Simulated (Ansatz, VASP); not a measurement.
One calculation of Cd2As, two programs

Contents of INCAR:

```
SYSTEM = Cd2As
  PREC = Accurate
  ENCUT = 600
  EDIFF = 1E-6
  ISMEAR = 0
  SIGMA = 0.1
  LREAL = .FALSE.
  LASPH = .TRUE.
  NELM = 80
  ALGO = Fast
  ISIF = 3
  LWAVE = .FALSE.
  LCHARG = .FALSE.
  GGA = PE
  IBRION = 2
  NSW = 90
  EDIFFG = -0.04
```

Contents of KPOINTS:

```
regular mesh
0
G
  6 6 6
  0 0 0
```

POSCAR

```
Cd2As
1.0
    4.8715708404      0.0000000000      0.0000000000
   -2.4357854202      4.2189041041      0.0000000000
    0.0000000000      0.0000000000      3.2759137910
Cd As
2 1
Direct
    0.3333333333      0.6666666667      0.5000000000
    0.6666666667      0.3333333333      0.5000000000
    0.0000000000      0.0000000000      0.0000000000
```

Input for Ansatz:

```yaml
crystal:
  lattice:
    - [4.8715708404, 0.0, 0.0]
    - [-2.4357854202, 4.2189041041, 0.0]
    - [0.0, 0.0, 3.275913791]
  atoms:
    - { symbol: Cd, position: [0.3333333333, 0.6666666667, 0.5] }
    - { symbol: Cd, position: [0.6666666667, 0.3333333333, 0.5] }
    - { symbol: As, position: [0.0, 0.0, 0.0] }
basis:
  ecutwfc: 420
kpoints:
  mp_grid: { grid: [6, 6, 6] }
hamiltonian:
  xc: pbe
scf:
  occupations: { method: gaussian, width: 0.1 }
  lower_state_search: "off"
output:
  forces: true
  stress: true
  eigenvalues: true
relax:
  adjacent_minimum: "off"
  f_tol: 0.04
  max_steps: 70
  cell: { stress_tol: 0.4 }
```

Alike in both runs: task relaxation of cell and atoms; functional PBE; k mesh 6 × 6 × 6; occupations gaussian, width 0.1 eV; no spin polarisation.

```csv
,VASP,Ansatz
version,VASP 6.6.1,Ansatz 0.2.0
potentials or method,"VASP PAW PBE potentials, release 64 (Cd, As), cutoff 600 eV","scalar-relativistic, plane waves, PAW"
valence electrons in the cell,29,55
```

|  | VASP | Ansatz | Ansatz less VASP |
| --- | --- | --- | --- |
| gap on the k mesh at the Fermi level, each at its own relaxed structure (eV) | none | none | - |
| relaxed volume (Å³/atom) | 22.65 | 22.61 | -0.040 |
| relaxed cell length with the largest relative difference (Å) | 2.936 | 2.923 | -0.0135 |

A gap of «none» marks a metal or a gap that the smearing closes. VASP's potentials hold 29 valence electrons a cell and Ansatz's 55, so a difference there can come from the potentials and not from the codes.
